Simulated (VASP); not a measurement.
Input of a VASP 6.6.1 run:

INCAR

```
PREC = Accurate
ENCUT = 520
EDIFF = 1E-7
ISMEAR = -1
SIGMA = 0.1
LREAL = Auto
LASPH = True
NELM = 150
ALGO = Normal
ISIF = 2
LWAVE = False
LCHARG = True
ISPIN = 2
MAGMOM = 0 0 0 0 0 0 0 0 0 0 0 0 0 0 0 0 0
LORBIT = 11
LMAXMIX = 4
GGA = PE
LELF = True
LVHAR = True
NBANDS = 47
```

Contents of KPOINTS:

```
regular mesh
0
Gamma
  4 4 1
```

POSCAR

```
Al16Ni
1.0
    5.7275650000      0.0000000000      0.0000000000
    2.8637820000      4.9602170000      0.0000000000
    0.0000000000      0.0000000000     18.0148060000
Al Ni
16 1
Direct
    0.0000000000      0.0000000000      0.0555098956
    0.5000000873      0.0000000000      0.0555098956
   -0.0000000504      0.5000001008      0.0555098956
    0.5000000369      0.5000001008      0.0555098956
    0.1659821693      0.1677059693      0.1879338029
    0.6656438531      0.1700288516      0.1857398298
    0.1671964047      0.6676802648      0.1877394072
    0.6655976654      0.6673528598      0.1866193841
   -0.1667774621      0.3364312489      0.3124820772
    0.3411566541      0.3312871191      0.3141363276
   -0.1725321596      0.8427677660      0.3093987246
    0.3401932447      0.8325805101      0.3162777329
   -0.0084050779     -0.0128478250      0.4392263231
    0.4594678945      0.0298307514      0.4561297524
   -0.0052679071      0.5391231876      0.4344655724
    0.5347259117      0.4926951785      0.4549110881
    1.0152416209      0.2608940294      0.5239015063
```

Potentials or basis: VASP PAW PBE potentials, release 64 (Al, Ni).

Launch:

```sh
$ cat potpaw_PBE.64/Al/POTCAR potpaw_PBE.64/Ni/POTCAR > POTCAR
$ mpirun -np 1 vasp_std > vasp.out
```

**Question.** Estimate the largest force.

**Answer.** 0.103 eV/Å.

**Question.** What does it give for the net moment?

**Answer.** 0.00 μB per cell.

**Question.** Predict the band gap on the k mesh.

**Answer.** Zero (filled and empty bands overlap).

Forces on the atoms (eV/Å):
```
Al   0.043  0.048 -0.003
Al  -0.024  0.019  0.011
Al  -0.020 -0.062  0.019
Al  -0.001  0.009 -0.039
Al   0.010  0.004  0.010
Al   0.006  0.011 -0.002
Al   0.008  0.004  0.006
Al   0.004  0.006 -0.009
Al   0.016  0.010 -0.013
Al   0.027 -0.001  0.028
Al   0.009 -0.010 -0.019
Al   0.035 -0.005  0.003
Al  -0.012 -0.019 -0.082
Al  -0.011  0.005  0.036
Al   0.004  0.003 -0.001
Al   0.006  0.001  0.055
Ni  -0.100 -0.024  0.000
```
